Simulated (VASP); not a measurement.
The system is ZnS.

```
CELL_PARAMETERS angstrom
3.83725 0.00000 0.00000
-1.91862 3.32315 0.00000
0.00000 0.00000 18.81377
ATOMIC_POSITIONS crystal
Zn 0.33333 0.66667 0.83333
Zn 0.66667 0.33333 0.33333
Zn 0.66667 0.33333 0.66667
Zn 0.33333 0.66667 0.16667
Zn 0.00000 0.00000 0.50000
Zn 0.00000 0.00000 0.00000
S 0.33333 0.66667 0.95833
S 0.66667 0.33333 0.45833
S 0.66667 0.33333 0.79167
S 0.33333 0.66667 0.29167
S 0.00000 0.00000 0.62500
S 0.00000 0.00000 0.12500
```

Base run:

```yaml
Program: VASP 6.6.1
Functional: BLYP
Dispersion: D3(BJ)
Potentials_or_basis: VASP PAW PBE potentials, release 64 (Zn, S)
Cutoff: 520 eV
k_mesh: 8 × 8 × 2
Occupations: fermi-dirac, width 0.05 eV
Spin: no spin polarisation
```

Its results: band gap on the k mesh 2.08 eV; pressure -1.6 GPa; largest force 0.044 eV/Å.

The run is repeated on the same cell with these changes: functional from BLYP to PBEsol. What comes out?

Band gap on the k mesh 1.94 eV; pressure -4.7 GPa; largest force 0.025 eV/Å.

PBEsol binds more tightly than BLYP, so the same cell stands under less pressure.

Caveats: the PAW data sets were made with another functional, which shifts forces and pressure a little; the cell stands under tension (at least some runs).

A k mesh can miss the band edges.
